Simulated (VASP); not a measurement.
# MoS2 (P6_3/mmc) in VASP: single point with PBE

Aim: the single point of MoS2 with PBE.

Program: VASP 6.6.1. These are calculated values, not measurements. Logs are shortened: lines on timing, memory, paths and dates and some standing lists are left out, and cuts for length are marked.

## 1. The cell of the first run

It takes space group P6_3/mmc (No. 194, hexagonal). Conventional cell: a = 3.140 Å, b = 3.140 Å, c = 12.906 Å, α = 90.00°, β = 90.00°, γ = 120.00°. Mo (site symmetry -6m2) has 6 S at 2.40 Å and 6 Mo at 3.14 Å within 3.2 Å. S (site symmetry 3m) has 3 Mo at 2.40 Å and 7 S at 3.14 to 3.15 Å within 3.2 Å.

## 2. Single point, PBE, collinear spin (z stretched by +3 %, then relaxed in part)

INCAR

```
SYSTEM = MoS2
ALGO = Normal ; EDIFF = 1E-6
ENCUT = 500 ; GGA = PE
GGA_COMPAT = .False. ; ISIF = 2
ISMEAR = -1 ; ISPIN = 2
LASPH = .True. ; LCHARG = .True.
LELF = .True. ; LMAXMIX = 4
LORBIT = 11 ; LREAL = .False.
LVHAR = .True. ; LWAVE = .False.
MAGMOM = 2 2 0 0 0 0 ; NBANDS = 39
NELM = 200 ; PREC = Accurate
SIGMA = 0.02
```

KPOINTS

```
k-points
0
Gamma
  16 16 4
  0 0 0
```

POSCAR

```
MoS2
1.0
    3.1400000000      0.0000000000      0.0000000000
   -1.5700000000      2.7193197679      0.0000000000
    0.0000000000      0.0000000000     12.9059000000
Mo S
2 4
Direct
    0.3333333333      0.6666666667      0.2500000000
    0.6666666667      0.3333333333      0.7500000000
    0.3333333333      0.6666666667      0.6279737704
    0.6666666667      0.3333333333      0.1279737704
    0.3333333333      0.6666666667      0.8720262296
    0.6666666667      0.3333333333      0.3720262296
```

Potentials or basis: VASP PAW PBE potentials, release 64 (Mo_sv, S).

Started as:

```
$ cat potpaw_PBE.64/Mo_sv/POTCAR potpaw_PBE.64/S/POTCAR > POTCAR
$ mpirun -np 1 vasp_std > vasp.out
```

OUTCAR:

```text
SYSTEM = MoS2
   EDIFF = 1E-6
   ENCUT = 500
   GGA = PE
   ISIF = 2
   ISMEAR = -1
   ISPIN = 2
   LASPH = .True.
   LORBIT = 11
   LREAL = .False.
   NELM = 200
   PREC = Accurate

 ion  position               nearest neighbor table
   1  0.333  0.667  0.250-   4 2.40   6 2.40   4 2.40   6 2.40   4 2.40   6 2.40
   2  0.667  0.333  0.750-   3 2.40   5 2.40   3 2.40   5 2.40   3 2.40   5 2.40
   3  0.333  0.667  0.628-   2 2.40   2 2.40   2 2.40
   4  0.667  0.333  0.128-   1 2.40   1 2.40   1 2.40
   5  0.333  0.667  0.872-   2 2.40   2 2.40   2 2.40
   6  0.667  0.333  0.372-   1 2.40   1 2.40   1 2.40

  LATTYP: Found a hexagonal cell.
 ALAT       =     3.1400000000
 C/A-ratio  =     4.1101592357

  Lattice vectors:

 A1 = (   3.1400000000,   0.0000000000,   0.0000000000)
 A2 = (  -1.5700000000,   2.7193197679,   0.0000000000)
 A3 = (   0.0000000000,   0.0000000000,  12.9059000000)

Analysis of symmetry for initial positions (statically):
=====================================================================
 Subroutine PRICEL returns:
 Original cell was already a primitive cell.

 Routine SETGRP: Setting up the symmetry group for a
 hexagonal supercell.

 Subroutine GETGRP returns: Found 24 space group operations
 (whereof 12 operations were pure point group operations)
 out of a pool of 24 trial point group operations.

The static configuration has the point symmetry D_3d.
 The point group associated with its full space group is D_6h.

Analysis of symmetry for dynamics (positions and initial velocities):
=====================================================================
 Subroutine PRICEL returns:
 Original cell was already a primitive cell.

 Routine SETGRP: Setting up the symmetry group for a
 hexagonal supercell.

 Subroutine GETGRP returns: Found 24 space group operations
 (whereof 12 operations were pure point group operations)
 out of a pool of 24 trial point group operations.

The dynamic configuration has the point symmetry D_3d.
 The point group associated with its full space group is D_6h.

Analysis of structural, dynamic, and magnetic symmetry:
=====================================================================
 Subroutine PRICEL returns:
 Original cell was already a primitive cell.

 Routine SETGRP: Setting up the symmetry group for a
 hexagonal supercell.

 Subroutine GETGRP returns: Found 24 space group operations
[... 143 lines left out ...]
 spin polarized calculation
  energy-cutoff  :      500.00
  volume of cell :      110.20
 maximum number of plane-waves:      2816
 NGX is ok and might be reduce to    24
   NGX = 11   NGY = 11   NGZ = 47

 number of electron      52.0000006 magnetization       0.0005799

 Free energy of the ion-electron system (eV)
  ---------------------------------------------------
  ext. energy  EPLUGINS =         0.00000000
  ---------------------------------------------------
  free energy    TOTEN  =       -43.63773478 eV

  energy without entropy =      -43.63773478  energy(sigma->0) =      -43.63773478

 E-fermi :   7.4174     XC(G=0): -10.5860

 val. band max:        6.8841451462   @ k =   0.0000   0.0000   0.0000
 cond. band min:       8.0510499193   @ k =   0.1875   0.1875   0.0000
 fundamental gap:      1.1669047731
 Fermi energy:         7.4173902229

 spin component 1

 k-point     1 :       0.0000    0.0000    0.0000
  band No.  band energies     occupation
      1     -54.3544      1.00000
      2     -54.3544      1.00000
      3     -28.5231      1.00000
      4     -28.5231      1.00000
      5     -28.2666      1.00000
      6     -28.2666      1.00000
[... 973 lines left out ...]
     37      14.9676      0.00000
     38      15.4415      0.00000

 [... further k-points ...]

 spin component 2

 k-point     1 :       0.0000    0.0000    0.0000
  band No.  band energies     occupation
      1     -54.3545      1.00000
      2     -54.3544      1.00000
      3     -28.5232      1.00000
      4     -28.5231      1.00000
      5     -28.2667      1.00000
      6     -28.2667      1.00000
[... 973 lines left out ...]
     37      14.9678      0.00000
     38      15.4416      0.00000

 [... further k-points ...]

 [bands above 38 left out]

------------------------ aborting loop because EDIFF is reached ----------------------------------------

  FORCE on cell =-STRESS in cart. coord.  units (eV):
  Direction    XX          YY          ZZ          XY          YZ          ZX
  --------------------------------------------------------------------------------------
  -------------------------------------------------------------------------------------
  Total        2.7813226      2.7813226      0.7951568     -0.0000000     -0.0000000      0.0000000
  in kB       40.4374471     40.4374471     11.5607262     -0.0000000     -0.0000000      0.0000000
  external PRESSURE =      30.8118735 kB  Pullay stress =       0.0000000 kB

 VOLUME and BASIS-vectors are now :
 -----------------------------------------------------------------------------
  energy-cutoff  :      500.00
  volume of cell :      110.20
      direct lattice vectors                 reciprocal lattice vectors
     3.140000000  0.000000000  0.000000000     0.318471338  0.183869512  0.000000000
    -1.570000000  2.719319768  0.000000000     0.000000000  0.367739025  0.000000000
     0.000000000  0.000000000 12.905900000     0.000000000  0.000000000  0.077483941

 POSITION                                       TOTAL-FORCE (eV/Angst)
 -----------------------------------------------------------------------------------
     -0.00000      1.81288      3.22648        -0.000000      0.000000      0.000000
      1.57000      0.90644      9.67943         0.000000     -0.000000      0.000000
     -0.00000      1.81288      8.10457         0.000000     -0.000000      0.007170
      1.57000      0.90644      1.65162        -0.000000      0.000000      0.007170
     -0.00000      1.81288     11.25428         0.000000     -0.000000     -0.007170
      1.57000      0.90644      4.80133        -0.000000      0.000000     -0.007170
 -----------------------------------------------------------------------------------
    total drift:                               -0.000000      0.000000     -0.000000

  FREE ENERGIE OF THE ION-ELECTRON SYSTEM (eV)
  ---------------------------------------------------
  free  energy   TOTEN  =       -43.6377347823 eV

  energy  without entropy=      -43.6377347823  energy(sigma->0) =      -43.63773478

 total charge

# of ion       s       p       d       tot
------------------------------------------
    1        2.294   6.225   3.962  12.481
    2        2.294   6.225   3.962  12.481
    3        1.365   2.343   0.000   3.707
    4        1.365   2.343   0.000   3.707
    5        1.365   2.343   0.000   3.707
    6        1.365   2.343   0.000   3.707
--------------------------------------------------
tot         10.046  21.822   7.924  39.791

 magnetization (x)

# of ion       s       p       d       tot
------------------------------------------
    1       -0.000  -0.000  -0.000  -0.000
    2       -0.000  -0.000  -0.000  -0.000
    3       -0.000   0.000   0.000   0.000
    4       -0.000   0.000   0.000   0.000
    5       -0.000   0.000   0.000   0.000
    6       -0.000   0.000   0.000   0.000
--------------------------------------------------
tot         -0.000   0.000  -0.000  -0.000
```

stdout:

```text
POSCAR found type information on POSCAR MoS
 POSCAR found :  2 types and       6 ions
 scaLAPACK will be used
 LDA part: xc-table for (Slater+PW92), standard interpolation
 POSCAR, INCAR and KPOINTS ok, starting setup
 FFT: planning ... GRIDC
 FFT: planning ... GRID_SOFT
 FFT: planning ... GRID
 WAVECAR not read
 entering main loop
```

It took 4.4 min on 1 thread of Intel Xeon 6975P-C (Granite Rapids), shared host; peak memory 0.61 GiB.

Results:

| Item | Value |
| --- | --- |
| Free energy | -43.6377 eV |
| Pressure | 3.1 GPa |
| Largest force | 0.007 eV/Å |
| Band gap on the k mesh | 1.17 eV (least direct gap 1.87 eV) |
| Net moment | 0.00 μB per cell |
| Valence electrons inside the program's atomic spheres | Mo 12.48; S 3.71 |

Forces on the atoms (eV/Å):
```
Mo   0.000  0.000  0.000
Mo   0.000  0.000  0.000
S    0.000  0.000  0.007
S    0.000  0.000  0.007
S    0.000  0.000 -0.007
S    0.000  0.000 -0.007
```

Caveat: the cell differs from its parent crystal (z stretched by +3 %, then relaxed in part); the cell stands under pressure; this functional lacks dispersion, which binds the layers, so the pressure and a relaxed spacing across them are unreliable. A k mesh can miss the band edges.
